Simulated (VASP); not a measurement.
A run of VASP 6.6.1 is set up as follows.

Contents of INCAR:

```
SYSTEM = Si25C23
ALGO = Normal ; EDIFF = 1E-6
ENCUT = 520 ; GGA = PE
ISIF = 2 ; ISMEAR = 0
LASPH = .TRUE. ; LCHARG = .FALSE.
LREAL = Auto ; LWAVE = .FALSE.
NBANDS = 126 ; NELM = 60
PREC = Accurate ; SIGMA = 0.01
```

Contents of KPOINTS:

```
Automatic mesh
0
Gamma
  2 2 2
  0.5 0.5 0.5
```

File POSCAR:

```
Si25C23
1.0
    3.0919365161      5.3553911397      5.0742922929
   -6.1838730322      0.0000000000      5.0742922929
    3.0919365161     -5.3553911397      5.0742922929
Si C
25 23
Direct
    0.3156375728      0.6489709061      0.4823042394
    0.6653598672      0.9986932005      0.8320265338
    0.5015177921      0.8334914164      0.1703040292
    0.5001580830      0.3369706959      0.6681844588
    0.3329420088      0.1678327238      1.0027257605
    0.6654426241      0.4991499726      0.3322680472
    1.0036373625      0.8348511255      0.6668247497
    0.8360590939      0.6662753421      1.0011660571
    0.1656013805      0.9987759574      0.3324833059
    0.8344993905      0.1693924272      0.4996086754
    0.1658166392      0.4989347139      0.8321092908
    0.9995318317      0.3328651650      0.1661984984
    0.5063224893      0.6509537490      0.8622737509
    0.8356390492      1.0012724399      0.1618319263
    0.6956070842      0.8396558226      0.4842870823
    0.6679391066      0.3284985930      1.0023057159
    0.4997045399      0.1667270533      0.3354616021
    0.8333937200      0.5021282688      0.6663712066
    0.1687949355      0.8330378732      1.0000603866
    0.9990509407      0.6644229031      0.3277289713
    0.3176204156      1.0289404175      0.6729891559
    0.9951652597      0.1689723826      0.8346057733
    0.3310895697      0.4943956379      0.1657176074
    0.1610623046      0.3323842741      0.4977562364
    0.4580463497      0.7913796831      0.6247130164
    0.7908156281      0.1241489614      0.9574822948
    0.6299026026      0.9632591196      0.2862575660
    0.6299257862      0.4529242327      0.7965692692
    0.4589878413      0.2898118528      0.1271476708
    0.7969676585      0.6209966393      0.4536309194
    0.1195908994      0.9632359359      0.7965924529
    0.9604810041      0.7923211746      0.1231451862
    0.2869642528      0.1303009918      0.4543299727
    0.9564785195      0.2938143375      0.6256545079
    0.2876633060      0.6202975861      0.9636343252
    0.1243753501      0.4577086835      0.2910420168
    0.2870275510      0.4506684014      0.6241375259
    0.6295118730      0.7921311107      0.9666609368
    0.4574708593      0.6203608843      0.2840017348
    0.4587977774      0.1333276035      0.7961785396
    0.2936357150      0.9580675042      0.1256927575
    0.6247341709      0.2923594242      0.4603023816
    0.9590260908      0.6269690483      0.7914008376
    0.7920990856      0.4574697818      0.1251054974
    0.1173350681      0.7908041926      0.4536942177
    0.7999942701      0.9628452063      0.6254644441
    0.1241364485      0.2917721641      0.9587657523
    0.9584388308      0.1254324190      0.2908031152
```

Potentials or basis: VASP PAW PBE potentials, release 64 (Si, C).

Run with:

```bash
$ cat potpaw_PBE.64/Si/POTCAR potpaw_PBE.64/C/POTCAR > POTCAR
$ mpirun -np 1 vasp_std > vasp.out
```

(1) Predict the band gap on the k mesh.

(2) What does it give for the largest force?

(3) Predict the pressure.

## Answers

(1) 2.14 eV.

(2) 0.017 eV/Å.

(3) 6.7 GPa.
